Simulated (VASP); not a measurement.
# B5N (F-43m) in VASP: a series of runs

The runs below take B5N through single point, relaxation of cell and atoms, with PBE.

Everything below comes from runs of VASP 6.6.1. Logs are shortened: lines on timing, memory, paths and dates and some standing lists are left out, and cuts for length are marked.

## (1) The cell of the first run

It takes space group F-43m (No. 216, cubic). The conventional cell has a = 5.370 Å, b = 5.370 Å, c = 5.370 Å, α = 90.00°, β = 90.00°, γ = 90.00°. Within 2.5 Å of B (site symmetry 3m) lie 9 B at 1.90 to 2.23 Å and 3 N at 2.23 Å. Within 2.9 Å of B (site symmetry -43m) lie 12 B at 2.23 Å and 4 N at 2.33 Å. N (site symmetry -43m) has 16 B at 2.23 to 2.33 Å within 2.9 Å.

## (2) Single point, PBE

Contents of INCAR:

```
SYSTEM = B5N
PREC = Accurate
ENCUT = 520
EDIFF = 1E-6
ISMEAR = 0
SIGMA = 0.1
LREAL = .False.
LASPH = .True.
NELM = 100
ALGO = Normal
ISIF = 2
LWAVE = .False.
LCHARG = .True.
GGA = PE
LELF = .True.
LVHAR = .True.
NBANDS = 19
```

Contents of KPOINTS:

```
regular mesh
0
Gamma
  6 6 6
  0 0 0
```

Contents of POSCAR:

```
B5N
1.0
    0.0000000000      2.6849367470      2.6849367470
    2.6849367470      0.0000000000      2.6849367470
    2.6849367470      2.6849367470      0.0000000000
B N
5 1
Direct
    0.6248023917      0.1255928249      0.6248023917
    0.2500000000      0.2500000000      0.2500000000
    0.1255928249      0.6248023917      0.6248023917
    0.6248023917      0.6248023917      0.6248023917
    0.6248023917      0.6248023917      0.1255928249
    0.0000000000      0.0000000000      0.0000000000
```

Potentials or basis: VASP PAW PBE potentials, release 64 (B, N).

Launch:

```sh
cat potpaw_PBE.64/B/POTCAR potpaw_PBE.64/N/POTCAR > POTCAR
mpirun -np 1 vasp_std > vasp.out
```

OUTCAR:

```text
SYSTEM = B5N
   PREC = Accurate
   ENCUT = 520
   EDIFF = 1E-6
   ISMEAR = 0
   LREAL = .False.
   LASPH = .True.
   NELM = 100
   ISIF = 2
   GGA = PE

 ion  position               nearest neighbor table
   1  0.625  0.126  0.625-   3 1.90   4 1.90   5 1.90   3 1.90   5 1.90   4 1.90
   2  0.250  0.250  0.250-
   3  0.126  0.625  0.625-   1 1.90   4 1.90   5 1.90   1 1.90   5 1.90   4 1.90
   4  0.625  0.625  0.625-   1 1.90   3 1.90   5 1.90   3 1.90   1 1.90   5 1.90
   5  0.625  0.625  0.126-   1 1.90   3 1.90   4 1.90   1 1.90   3 1.90   4 1.90
   6  0.000  0.000  0.000-

  LATTYP: Found a face centered cubic cell.
 ALAT       =     5.3698734940

  Lattice vectors:

 A1 = (   0.0000000000,   2.6849367470,   2.6849367470)
 A2 = (   2.6849367470,   0.0000000000,   2.6849367470)
 A3 = (   2.6849367470,   2.6849367470,   0.0000000000)

Analysis of symmetry for initial positions (statically):
=====================================================================
 Subroutine PRICEL returns:
 Original cell was already a primitive cell.

 Routine SETGRP: Setting up the symmetry group for a
 face centered cubic supercell.

 Subroutine GETGRP returns: Found 24 space group operations
 (whereof 24 operations were pure point group operations)
 out of a pool of 48 trial point group operations.

The static configuration has the point symmetry T_d .

Analysis of symmetry for dynamics (positions and initial velocities):
=====================================================================
 Subroutine PRICEL returns:
 Original cell was already a primitive cell.

 Routine SETGRP: Setting up the symmetry group for a
 face centered cubic supercell.

 Subroutine GETGRP returns: Found 24 space group operations
 (whereof 24 operations were pure point group operations)
 out of a pool of 48 trial point group operations.

The dynamic configuration has the point symmetry T_d .

 Subroutine INISYM returns: Found 24 space group operations
 (whereof 24 operations are pure point group operations),
 and found     1 'primitive' translations

----------------------------------------------------------------------------------------

                                     Primitive cell

  volume of cell :      38.7108

  direct lattice vectors                    reciprocal lattice vectors
     0.000000000  2.684936747  2.684936747    -0.186224126  0.186224126  0.186224126
[... 86 lines left out ...]
   LREAL  =      F    real-space projection
   EDIFFG = 0.1E-04   stopping-criterion for IOM
   NSW    =      0    number of steps for IOM
   IBRION =     -1    ionic relax: 0-MD 1-quasi-New 2-CG
   NFREE  =      0    steps in history (QN), initial steepest desc. (CG)
   ISIF   =      2    stress and relaxation
   ISYM   =      2    0-nonsym 1-usesym 2-fastsym
   POTIM  = 0.5000    time-step for ionic-motion
   TEBEG  =    0.0;   TEEND  =   0.0 temperature during run
   PSTRESS=    0.0 pullay stress
   NELECT =      20.0000    total number of electrons
   NUPDOWN=      -1.0000    fix difference up-down
   EMIN   =  10.00;   EMAX   =-10.00  energy-range for DOS
   EFERMI =   0.00;   METHOD = LEGACY
   ISMEAR =     0;   SIGMA  =   0.10  broadening in eV -4-tet -1-fermi 0-gaus
   EFERMI_NEDOS =   21; number of points for ismear=-14 and -15
   IALGO  =     38    algorithm
   IMIX   =      4    mixing-type and parameters
     AMIX     =   0.40;   BMIX     =  1.00
     AMIX_MAG =   1.60;   BMIX_MAG =  1.00
  volume/ion in A,a.u.               =       6.45        43.54
  Fermi-wavevector in a.u.,A,eV,Ry     =   1.313633  2.482407 23.478650  1.725632
  Thomas-Fermi vector in A             =   2.443942
   LORBIT       =      0    0 simple, 1 ext, 2 COOP (PROOUT), +10 PAW based schemes
   GGA     = PE    functional components
   LHFCALC =     F    Hartree Fock is set to
   AEXX    =    0.0000 exact exchange contribution
   IVDW    =     0    specifies the selected vdW correction
   LEPSILON=     F    determine dielectric tensor
   LRPA    =     F    only Hartree local field effects (RPA)
 non-spin polarized calculation
 Gauss-broadening in eV      SIGMA  =   0.10
  energy-cutoff  :      520.00
  volume of cell :       38.71
 maximum number of plane-waves:      1056
   NGX = 15   NGY = 15   NGZ = 15

 number of electron      19.9999999 magnetization

 Free energy of the ion-electron system (eV)
  ---------------------------------------------------
  ext. energy  EPLUGINS =         0.00000000
  ---------------------------------------------------
  free energy    TOTEN  =       -29.43254291 eV

  energy without entropy =      -29.42356689  energy(sigma->0) =      -29.42805490

 E-fermi :   9.1605     XC(G=0): -12.7424

 val. band max:        9.1111344587   @ k =   0.0000   0.0000   0.0000
 cond. band min:       9.2249699489   @ k =   0.5000   0.5000   0.0000
 fundamental gap:      0.1138354902
 Fermi energy:         9.1605019455

 k-point     1 :       0.0000    0.0000    0.0000
  band No.  band energies     occupation
      1     -10.1997      2.00000
      2      -1.9930      2.00000
      3       0.2893      2.00000
      4       1.9445      2.00000
      5       1.9445      2.00000
      6       1.9445      2.00000
[... 329 lines left out ...]
      6       2.1663      2.00000
[... 11 lines left out ...]
     18      16.5110      0.00000
     19      17.5554      0.00000

------------------------ aborting loop because EDIFF is reached ----------------------------------------

  FORCE on cell =-STRESS in cart. coord.  units (eV):
  Direction    XX          YY          ZZ          XY          YZ          ZX
  --------------------------------------------------------------------------------------
  -------------------------------------------------------------------------------------
  Total       -0.0306645     -0.0306645     -0.0306645     -0.0000000      0.0000000      0.0000000
  in kB       -1.2691558     -1.2691558     -1.2691558     -0.0000000      0.0000000      0.0000000
  external PRESSURE =      -1.2691558 kB  Pullay stress =       0.0000000 kB

 VOLUME and BASIS-vectors are now :
 -----------------------------------------------------------------------------
  energy-cutoff  :      520.00
  volume of cell :       38.71
      direct lattice vectors                 reciprocal lattice vectors
     0.000000000  2.684936747  2.684936747    -0.186224126  0.186224126  0.186224126
     2.684936747  0.000000000  2.684936747     0.186224126 -0.186224126  0.186224126
     2.684936747  2.684936747  0.000000000     0.186224126  0.186224126 -0.186224126

 POSITION                                       TOTAL-FORCE (eV/Angst)
 -----------------------------------------------------------------------------------
      2.01476      3.35511      2.01476        -0.000040      0.000040     -0.000040
      1.34247      1.34247      1.34247         0.000000     -0.000000      0.000000
      3.35511      2.01476      2.01476         0.000040     -0.000040     -0.000040
      3.35511      3.35511      3.35511         0.000040      0.000040      0.000040
      2.01476      2.01476      3.35511        -0.000040     -0.000040      0.000040
      0.00000      0.00000      0.00000         0.000000     -0.000000      0.000000
 -----------------------------------------------------------------------------------
    total drift:                                0.000000      0.000000      0.000000

  FREE ENERGIE OF THE ION-ELECTRON SYSTEM (eV)
  ---------------------------------------------------
  free  energy   TOTEN  =       -29.4325429060 eV

  energy  without entropy=      -29.4235668911  energy(sigma->0) =      -29.42805490
```

Run time: 17 s. Hardware: 1 thread of Intel Xeon 8259CL, shared host; peak memory 0.15 GiB.

Results:

| Quantity | Value |
| --- | --- |
| Free energy | -29.4325 eV |
| Pressure | -0.1 GPa |
| Band gap on the k mesh | zero (band 10 reaches 9.90 eV, above the bottom of band 11 at 6.98 eV) |

## (3) Single point, PBE

This run uses another cell than the first one, of 8.19 Å³/atom, 1.270 times its volume.

Contents of INCAR:

```
PREC = Accurate ; ENCUT = 520
EDIFF = 1E-6 ; ISMEAR = 0
SIGMA = 0.1 ; LREAL = False
LASPH = True ; NELM = 100
ALGO = Normal ; ISIF = 2
LWAVE = False ; LCHARG = False
GGA = PE ; NBANDS = 19
```

Contents of KPOINTS:

```
regular mesh
0
Gamma
  6 6 6
```

Contents of POSCAR:

```
B5N
1.0
    0.0000000000      2.9075085300      2.9075085300
    2.9075085300      0.0000000000      2.9075085300
    2.9075085300      2.9075085300      0.0000000000
B N
5 1
Direct
    0.6247520300      0.1257439000      0.6247520300
    0.2500000000      0.2500000000      0.2500000000
    0.1257439000      0.6247520300      0.6247520300
    0.6247520300      0.6247520300      0.6247520300
    0.6247520300      0.6247520300      0.1257439000
    0.0000000000      0.0000000000      0.0000000000
```

Potentials or basis: VASP PAW PBE potentials, release 64 (B, N).

Launch:

```sh
cat potpaw_PBE.64/B/POTCAR potpaw_PBE.64/N/POTCAR > POTCAR
mpirun -np 1 vasp_std > vasp.out
```

Run time: 17 s. Hardware: 1 thread of Intel Xeon 8259CL, shared host; peak memory 0.17 GiB.

It converged, with:

```yaml
Free_energy: -28.1659 eV
Pressure: -31.3 GPa
Largest_force: 0.034 eV/Å
Band_gap_on_the_k_mesh: zero (band 10 reaches 6.88 eV, above the bottom of band 11 at 4.34 eV)
```

Forces in eV/Å, atoms in the order of the input:
```
B   -0.020  0.020 -0.020
B    0.000  0.000  0.000
B    0.020 -0.020 -0.020
B    0.020  0.020  0.020
B   -0.020 -0.020  0.020
N    0.000  0.000  0.000
```

Levels at points of the mesh, in eV from the Fermi level:
```
           k point  band 7  band 8  band 9  band 10  band 11  band 12  band 13  band 14
(0.00, 0.00, 0.00)   -3.15   -3.15   -3.15    -2.08    -0.85    -0.85    -0.42    -0.42
(0.50, 0.00, 0.00)   -4.62   -4.62   -1.00     0.25     0.77     0.77     2.27     2.27
(0.50, 0.50, 0.00)   -2.19   -0.08    0.27     0.27     2.24     2.84     2.84     2.89
```

## (4) Single point, PBE, collinear spin, ferromagnetic start

Contents of INCAR:

```
SYSTEM = B5N
ALGO = Normal
EDIFF = 1E-6
ENCUT = 520
GGA = PE
ISIF = 2
ISMEAR = 0
ISPIN = 2
LASPH = .TRUE.
LCHARG = .FALSE.
LORBIT = 11
LREAL = .FALSE.
LWAVE = .FALSE.
MAGMOM = 0 0 0 0 0 1
NBANDS = 23
NELM = 150
PREC = Accurate
SIGMA = 0.1
```

Contents of KPOINTS:

```
k-points
0
G
  6 6 6
  0 0 0
```

Contents of POSCAR:

```
B5N
1.0
    0.0000000000      2.6849367470      2.6849367470
    2.6849367470      0.0000000000      2.6849367470
    2.6849367470      2.6849367470      0.0000000000
B N
5 1
Direct
    0.8744071751      0.3751976083      0.3751976083
    0.7500000000      0.7500000000      0.7500000000
    0.3751976083      0.3751976083      0.8744071751
    0.3751976083      0.8744071751      0.3751976083
    0.3751976083      0.3751976083      0.3751976083
    0.0000000000      0.0000000000      0.0000000000
```

Launch:

```sh
cat potpaw_PBE.64/B/POTCAR potpaw_PBE.64/N/POTCAR > POTCAR
mpirun -np 1 vasp_std > vasp.out
```

Run time: 43 s. Hardware: 1 thread of Intel Xeon 8259CL, shared host; peak memory 0.17 GiB.

It converged, with:

```
Free energy                                           : -29.4325 eV
Pressure                                              : -0.1 GPa
Band gap on the k mesh                                : zero (filled and empty bands overlap)
Net moment                                            : 0.00 μB per cell
Valence electrons inside the program's atomic spheres : B 1.76, 1.49; N 3.47
```

Levels at points of the mesh, in eV from the Fermi level:
Spin up:
| k point | band 7 | band 8 | band 9 | band 10 | band 11 | band 12 | band 13 | band 14 |
| --- | --- | --- | --- | --- | --- | --- | --- | --- |
| (0.00, 0.00, 0.00) | -4.36 | -4.36 | -4.36 | -1.76 | -1.76 | -1.65 | -0.05 | -0.05 |
| (0.50, 0.00, 0.00) | -5.81 | -5.81 | -1.60 | 0.58 | 0.58 | 0.98 | 2.49 | 2.49 |
| (0.50, 0.50, 0.00) | -2.49 | -0.21 | 0.06 | 0.06 | 2.79 | 2.90 | 2.99 | 3.04 |
Spin down:
```tsv
k point	band 8	band 9	band 10	band 11	band 12	band 13
(0.00, 0.00, 0.00)	-4.36	-4.36	-1.76	-1.76	-1.65	-0.05
(0.50, 0.00, 0.00)	-5.81	-1.60	0.58	0.58	0.98	2.49
(0.50, 0.50, 0.00)	-0.21	0.06	0.06	2.79	2.90	2.99
```

(Part 1 of 2 ends here.)
